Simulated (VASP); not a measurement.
A run of VASP 6.6.1:

File POSCAR:

```
MgO
1.0
    3.2224528835      0.0000000000      0.0000000000
   -1.6112264418      2.7907260596      0.0000000000
    0.0000000000      0.0000000000      4.9336789493
Mg O
2 2
Direct
    0.3333333333      0.6666666667     -0.0104844903
    0.6666666667      0.3333333333      0.4895155097
    0.3333333333      0.6666666667      0.3854844903
    0.6666666667      0.3333333333      0.8854844903
```

Contents of INCAR.step1:

```
  ALGO = Normal
  EDIFF = 1E-5
  ENCUT = 660
  GGA = PE
  GGA_COMPAT = False
  ISMEAR = 0
  LASPH = True
  LCHARG = False
  LREAL = False
  LWAVE = True
  NBANDS = 24
  NELM = 120
  PREC = Accurate
  SIGMA = 0.01
```

The input INCAR.step2:

```
  ALGO = Normal
  EDIFF = 1E-6
  ENCUT = 660
  GGA_COMPAT = False
  ISIF = 2
  ISMEAR = 0
  ISTART = 1
  LASPH = True
  LCHARG = True
  LELF = True
  LMIXTAU = True
  LREAL = False
  LVHAR = True
  LWAVE = False
  METAGGA = R2SCAN
  NBANDS = 24
  NELM = 120
  PREC = Accurate
  SIGMA = 0.01
```

File KPOINTS:

```
k-points
0
Gamma
  12 12 6
```

Potentials or basis: VASP PAW PBE potentials, release 64 (Mg_sv, O).

The run is started by

```bash
$ cat potpaw_PBE.64/Mg_sv/POTCAR potpaw_PBE.64/O/POTCAR > POTCAR
$ cp INCAR.step1 INCAR
$ mpirun -np 1 vasp_std > vasp.out
$ cp INCAR.step2 INCAR
$ mpirun -np 1 vasp_std > vasp.out
```

Hardware: 1 thread of AMD EPYC 7R43 64-Core Processor (Zen 3) (shared host).

How long does it take, and how much memory?

Wall time 6.1 min on 1 thread of AMD EPYC 7R43 64-Core Processor (Zen 3) (shared host), peak memory 0.21 GiB. Counts: k points 76.
